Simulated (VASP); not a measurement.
Set up this calculation in VASP 6.6.1, as the native input.

| Item | Value |
| --- | --- |
| Task | single point |
| Functional | LDA |
| Potentials or basis | VASP PAW LDA potentials, release 64 (Be, Fe) |
| Cutoff | 520 eV |
| k mesh | 9 × 9 × 9 |
| Occupations | methfessel-paxton, width 0.15 eV |
| Spin | collinear spin, ferromagnetic start |
| Starting moments | [0.05, 0.05, 0.05, 2.33] μB |
| Fixed moment | 2.5 μB |
| Dipole correction | no |
| Further INCAR settings | ALGO = Normal; EDIFF = 1e-07; NBANDS = 19 |

The structure of Be3Fe lies in POSCAR:

```
Be3Fe
1.0
    3.2390011100      0.0000000000      0.0000000000
    0.0000000000      3.2390011100      0.0000000000
    0.0000000000      0.0000000000      3.2390011100
Be Fe
3 1
Direct
    0.0000000000      0.5000000000      0.5000000000
    0.5000000000      0.0000000000      0.5000000000
    0.5000000000      0.5000000000      0.0000000000
    0.0000000000      0.0000000000      0.0000000000
```

The input as run:

INCAR

```
SYSTEM = Be3Fe
ALGO = Normal ; EDIFF = 1E-7
ENCUT = 520 ; ISIF = 2
ISMEAR = 1 ; ISPIN = 2
LASPH = .True. ; LCHARG = .False.
LMAXMIX = 4 ; LORBIT = 11
LREAL = .False. ; LWAVE = .False.
MAGMOM = 0.05 0.05 0.05 2.33 ; NBANDS = 19
NELM = 150 ; NUPDOWN = 2.5
PREC = Accurate ; SIGMA = 0.15
```

KPOINTS

```
k-points
0
Gamma
  9 9 9
  0 0 0
```

Potentials or basis: VASP PAW LDA potentials, release 64 (Be, Fe).

Run with:

```sh
$ cat potpaw_LDA.64/Be/POTCAR potpaw_LDA.64/Fe/POTCAR > POTCAR
$ mpirun -np 1 vasp_std > vasp.out
```

It gave:

```json
{
 "Pressure": "-3.2 GPa",
 "Net moment": "2.50 μB per cell",
 "Site moments": "Be +0.04; Fe +2.20 μB",
 "Valence electrons inside the program's atomic spheres": "Be 1.18; Fe 7.49"
}
```

Caveat: the total moment is fixed, so each spin has its own Fermi level.

It took 22 s on 1 thread of Intel(R) Xeon(R) Platinum 8259CL CPU @ 2.50GHz (Skylake/Cascade Lake), with other jobs on the host, peak memory 0.15 GiB.
